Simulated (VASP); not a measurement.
# SnSe2 (P-3m1) in VASP: further runs

The runs below take SnSe2 through single point, with PBEsol+D3(BJ).

Everything below comes from runs of VASP 6.6.1. Logs are shortened: lines on timing, memory, paths and dates and some standing lists are left out, and cuts for length are marked.

## Step 1: The cell of the first run

Symmetry: P-3m1, No. 164, trigonal system. Conventional cell: a = 3.775 Å, b = 3.775 Å, c = 5.639 Å, α = 90.00°, β = 90.00°, γ = 120.00°. Within 3.6 Å of Sn (site symmetry -3m) lie 6 Se at 2.70 Å. Se (site symmetry 3m) has 3 Sn at 2.70 Å and 3 Se at 3.29 Å within 3.6 Å.

## Step 2: Single point, PBEsol+D3(BJ) (23.20 Å³/atom)

File INCAR:

```
PREC = Accurate
ENCUT = 520
EDIFF = 1E-7
ISMEAR = 0
SIGMA = 0.02
LREAL = False
LASPH = True
NELM = 100
ALGO = Normal
ISIF = 2
LWAVE = False
LCHARG = False
GGA = PS
IVDW = 12
NBANDS = 20
```

File KPOINTS:

```
Automatic mesh
0
Gamma
  12 12 6
```

File POSCAR:

```
SnSe2
1.0
    3.7753761945      0.0000000000      0.0000000000
   -1.8876880972      3.2695716933      0.0000000000
    0.0000000000      0.0000000000      5.6387460704
Sn Se
1 2
Direct
    0.0000000000      0.0000000000      0.0000000000
    0.3333333333      0.6666666667      0.2814683480
    0.6666666667      0.3333333333      0.7185316520
```

Potentials or basis: VASP PAW PBE potentials, release 64 (Sn_d, Se).

The run is started by

```sh
$ cat potpaw_PBE.64/Sn_d/POTCAR potpaw_PBE.64/Se/POTCAR > POTCAR
$ mpirun -np 1 vasp_std > vasp.out
```

OUTCAR:

```text
PREC = Accurate
   ENCUT = 520
   EDIFF = 1E-7
   ISMEAR = 0
   LREAL = False
   LASPH = True
   NELM = 100
   ISIF = 2
   GGA = PS
   IVDW = 12
 IVDW          = 12

 ion  position               nearest neighbor table
   1  0.000  0.000  0.000-   2 2.70   3 2.70   2 2.70   3 2.70   3 2.70   2 2.70
   2  0.333  0.667  0.281-   1 2.70   1 2.70   1 2.70
   3  0.667  0.333  0.719-   1 2.70   1 2.70   1 2.70

  LATTYP: Found a hexagonal cell.
 ALAT       =     3.7753761945
 C/A-ratio  =     1.4935587290

  Lattice vectors:

 A1 = (   3.7753761945,   0.0000000000,   0.0000000000)
 A2 = (  -1.8876880972,   3.2695716933,   0.0000000000)
 A3 = (   0.0000000000,   0.0000000000,   5.6387460704)

Analysis of symmetry for initial positions (statically):
=====================================================================
 Subroutine PRICEL returns:
 Original cell was already a primitive cell.

 Routine SETGRP: Setting up the symmetry group for a
 hexagonal supercell.

 Subroutine GETGRP returns: Found 12 space group operations
 (whereof 12 operations were pure point group operations)
 out of a pool of 24 trial point group operations.

The static configuration has the point symmetry D_3d.

Analysis of symmetry for dynamics (positions and initial velocities):
=====================================================================
 Subroutine PRICEL returns:
 Original cell was already a primitive cell.

 Routine SETGRP: Setting up the symmetry group for a
 hexagonal supercell.

 Subroutine GETGRP returns: Found 12 space group operations
 (whereof 12 operations were pure point group operations)
 out of a pool of 24 trial point group operations.

The dynamic configuration has the point symmetry D_3d.

 Subroutine INISYM returns: Found 12 space group operations
 (whereof 12 operations are pure point group operations),
 and found     1 'primitive' translations

----------------------------------------------------------------------------------------

                                     Primitive cell

  volume of cell :      69.6039

  direct lattice vectors                    reciprocal lattice vectors
     3.775376195  0.000000000  0.000000000     0.264874266  0.152925229  0.000000000
    -1.887688097  3.269571693  0.000000000     0.000000000  0.305850458  0.000000000
     0.000000000  0.000000000  5.638746070     0.000000000  0.000000000  0.177344393

  length of vectors
     3.775376195  3.775376194  5.638746070     0.305850458  0.305850458  0.177344393

  position of ions in fractional coordinates (direct lattice)
     0.000000000  0.000000000  0.000000000
     0.333333333  0.666666667  0.281468348
[... 80 lines left out ...]
   LREAL  =      F    real-space projection
   EDIFFG = 0.1E-05   stopping-criterion for IOM
   NSW    =      0    number of steps for IOM
   IBRION =     -1    ionic relax: 0-MD 1-quasi-New 2-CG
   NFREE  =      0    steps in history (QN), initial steepest desc. (CG)
   ISIF   =      2    stress and relaxation
   ISYM   =      2    0-nonsym 1-usesym 2-fastsym
   POTIM  = 0.5000    time-step for ionic-motion
   TEBEG  =    0.0;   TEEND  =   0.0 temperature during run
   PSTRESS=    0.0 pullay stress
   NELECT =      26.0000    total number of electrons
   NUPDOWN=      -1.0000    fix difference up-down
   EMIN   =  10.00;   EMAX   =-10.00  energy-range for DOS
   EFERMI =   0.00;   METHOD = LEGACY
   ISMEAR =     0;   SIGMA  =   0.02  broadening in eV -4-tet -1-fermi 0-gaus
   EFERMI_NEDOS =   21; number of points for ismear=-14 and -15
   IALGO  =     38    algorithm
   IMIX   =      4    mixing-type and parameters
     AMIX     =   0.40;   BMIX     =  1.00
     AMIX_MAG =   1.60;   BMIX_MAG =  1.00
  volume/ion in A,a.u.               =      23.20       156.57
  Fermi-wavevector in a.u.,A,eV,Ry     =   1.179021  2.228026 18.913318  1.390090
  Thomas-Fermi vector in A             =   2.315339
   LORBIT       =      0    0 simple, 1 ext, 2 COOP (PROOUT), +10 PAW based schemes
   GGA     = PS    functional components
   LHFCALC =     F    Hartree Fock is set to
   AEXX    =    0.0000 exact exchange contribution
   IVDW    =    12    specifies the selected vdW correction
   LEPSILON=     F    determine dielectric tensor
   LRPA    =     F    only Hartree local field effects (RPA)
 non-spin polarized calculation
 Gauss-broadening in eV      SIGMA  =   0.02
  energy-cutoff  :      520.00
  volume of cell :       69.60
 maximum number of plane-waves:      1890
   NGX = 13   NGY = 13   NGZ = 21

 number of electron      25.9999997 magnetization

 Free energy of the ion-electron system (eV)
  ---------------------------------------------------
  ext. energy  EPLUGINS =         0.00000000
  ---------------------------------------------------
  free energy    TOTEN  =       -12.90092403 eV

  energy without entropy =      -12.90084262  energy(sigma->0) =      -12.90088333

 E-fermi :   5.7266     XC(G=0): -10.2553

 val. band max:        5.7198664312   @ k =   0.0833  -0.0000   0.0000
 cond. band min:       5.7645754094   @ k =   0.0000   0.3333   0.3333
 fundamental gap:      0.0447089782
 Fermi energy:         5.7266114403

 k-point     1 :       0.0000    0.0000    0.0000
  band No.  band energies     occupation
      1     -15.9094      2.00000
      2     -15.9094      2.00000
      3     -15.8693      2.00000
      4     -15.8535      2.00000
      5     -15.8535      2.00000
      6      -9.0607      2.00000
[... 541 lines left out ...]
     19      13.0132      0.00000
     20      13.8633      0.00000

 [... further k-points ...]

------------------------ aborting loop because EDIFF is reached ----------------------------------------

 Edisp (eV)   -1.09851

 E8    (eV) :    -0.7240

  FORCE on cell =-STRESS in cart. coord.  units (eV):
  Direction    XX          YY          ZZ          XY          YZ          ZX
  --------------------------------------------------------------------------------------
  -------------------------------------------------------------------------------------
  Total       0.63302     0.63302     0.58582     0.00000     0.00000    -0.00000
  in kB      14.57119    14.57119    13.48462     0.00000     0.00000    -0.00000
  external pressure =       14.21 kB  Pullay stress =        0.00 kB

 VOLUME and BASIS-vectors are now :
 -----------------------------------------------------------------------------
  energy-cutoff  :      520.00
  volume of cell :       69.60
      direct lattice vectors                 reciprocal lattice vectors
     3.775376195  0.000000000  0.000000000     0.264874266  0.152925229  0.000000000
    -1.887688097  3.269571693  0.000000000     0.000000000  0.305850458  0.000000000
     0.000000000  0.000000000  5.638746070     0.000000000  0.000000000  0.177344393

 POSITION                                       TOTAL-FORCE (eV/Angst)
 -----------------------------------------------------------------------------------
      0.00000      0.00000      0.00000         0.000000      0.000000      0.000000
     -0.00000      2.17971      1.58713         0.000000     -0.000000      0.017533
      1.88769      1.08986      4.05162        -0.000000      0.000000     -0.017533
 -----------------------------------------------------------------------------------
    total drift:                                0.000000      0.000000      0.000000

  FREE ENERGIE OF THE ION-ELECTRON SYSTEM (eV)
  ---------------------------------------------------
  free  energy   TOTEN  =       -13.9994341205 eV

  energy  without entropy=      -13.9993527125  energy(sigma->0) =      -13.99939342
```

OSZICAR:

```text
N       E                     dE             d eps       ncg     rms          rms(c)
DAV:   1     0.205511538190E+03    0.20551E+03   -0.12260E+04  4148   0.152E+03
DAV:   2     0.105723434380E+02   -0.19494E+03   -0.18733E+03  4220   0.408E+02
DAV:   3    -0.123256697222E+02   -0.22898E+02   -0.22233E+02  4860   0.114E+02
DAV:   4    -0.131232751759E+02   -0.79761E+00   -0.79594E+00  4676   0.218E+01
DAV:   5    -0.131411016474E+02   -0.17826E-01   -0.17825E-01  5432   0.355E+00    0.537E+00
DAV:   6    -0.129267845792E+02    0.21432E+00   -0.40736E-01  5944   0.720E+00    0.340E+00
DAV:   7    -0.129025107368E+02    0.24274E-01   -0.12405E-01  4808   0.242E+00    0.941E-01
DAV:   8    -0.129009370879E+02    0.15736E-02   -0.95319E-03  5164   0.926E-01    0.268E-01
DAV:   9    -0.129009163230E+02    0.20765E-04   -0.11202E-03  4488   0.227E-01    0.757E-02
DAV:  10    -0.129009154092E+02    0.91380E-06   -0.86912E-05  4812   0.602E-02    0.258E-02
DAV:  11    -0.129009236659E+02   -0.82567E-05   -0.17367E-05  4436   0.277E-02    0.631E-03
DAV:  12    -0.129009240110E+02   -0.34510E-06   -0.71052E-07  5044   0.654E-03    0.446E-03
DAV:  13    -0.129009240314E+02   -0.20345E-07   -0.30995E-07  4376   0.463E-03
   1 F= -.13999434E+02 E0= -.13999393E+02  d E =-.814080E-04
```

Wall time 3 min (1 thread of Intel Xeon 8259CL, shared host); peak memory 0.28 GiB.

Results:

| Quantity | Value |
| --- | --- |
| Free energy | -13.9994 eV |
| Pressure | 1.4 GPa |
| Largest force | 0.018 eV/Å |
| Band gap on the k mesh | zero (bands 13 and 14 overlap by 0.10 eV) |
| Dispersion energy per atom | -0.366 eV |

Forces on the atoms (eV/Å):
```
Sn   0.000  0.000  0.000
Se   0.000  0.000  0.018
Se   0.000  0.000 -0.018
```

Caveat: semilocal functionals underestimate gaps, so a narrow gap can read as zero; the PAW data sets were made with another functional, which shifts forces and pressure a little; spin-orbit coupling is left out, which moves the levels of the heavy elements.

(Continued in part 2 of 2.)
